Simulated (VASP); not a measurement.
# Os: single point with PBE

Crystal: Os.

```
CELL_PARAMETERS angstrom
2.73410 0.00000 0.00000
-1.36705 2.33228 0.00000
0.00000 0.00000 4.31970
ATOMIC_POSITIONS crystal
Os 0.33333 0.66667 0.25000
Os 0.66667 0.33333 0.75000
```

This cell differs from its parent crystal: strain -0.0150 x Voigt [0, 1, 0, 0, 0, 0].

```json
{
 "Program": "VASP 6.6.1",
 "Task": "single point",
 "Functional": "PBE",
 "Potentials or basis": "VASP PAW PBE potentials, release 64 (Os)",
 "Cutoff": "520 eV",
 "k mesh": "18 × 18 × 12",
 "Occupations": "gaussian, width 0.15 eV",
 "Spin": "no spin polarisation"
}
```

```yaml
Pressure: 15.7 GPa
Largest_force: 0.046 eV/Å
Band_gap_on_the_k_mesh: zero (bands 8 and 9 overlap by 4.13 eV)
```

Forces on the atoms (eV/Å):
```
Os   0.000 -0.046  0.000
Os   0.000  0.046  0.000
```

Stress tensor (GPa, compression positive):
```
12.65  0.00  0.00
 0.00 21.53  0.00
 0.00  0.00 12.81
```

Levels at points of the mesh, in eV from the Fermi level:
| k point | band 4 | band 5 | band 6 | band 7 | band 8 | band 9 | band 10 | band 11 | band 12 | band 13 |
| --- | --- | --- | --- | --- | --- | --- | --- | --- | --- | --- |
| (0.00, 0.00, 0.00) | -2.96 | -2.95 | -2.44 | -2.13 | -1.58 | -1.49 | -0.07 | 1.68 | 1.77 | 9.16 |
| (0.50, 0.00, 0.00) | -3.52 | -2.96 | -2.69 | -2.04 | 2.12 | 2.67 | 2.76 | 4.51 | 5.82 | 9.40 |
| (0.00, 0.50, 0.00) | -3.71 | -2.86 | -2.67 | -1.87 | 2.20 | 2.70 | 2.75 | 4.61 | 5.97 | 9.62 |
| (0.00, 0.00, 0.50) | -3.70 | -3.45 | -3.45 | -3.15 | -3.15 | 0.85 | 0.85 | 0.96 | 0.96 | 13.76 |
| (0.50, 0.00, 0.50) | -5.51 | -1.16 | -1.16 | -0.20 | -0.20 | 2.45 | 2.45 | 3.36 | 3.36 | 9.27 |
| (0.00, 0.50, 0.50) | -5.48 | -1.31 | -1.31 | -0.10 | -0.10 | 2.52 | 2.52 | 3.43 | 3.43 | 9.48 |

Wall time 110 s on 1 thread of Intel(R) Xeon(R) Platinum 8488C (Sapphire Rapids), with other jobs on the host, peak memory 0.33 GiB.

Caveat: the cell differs from its parent crystal (strain -0.0150 x Voigt [0, 1, 0, 0, 0, 0]); the cell stands under pressure; spin-orbit coupling is left out, which moves the levels of the heavy elements.
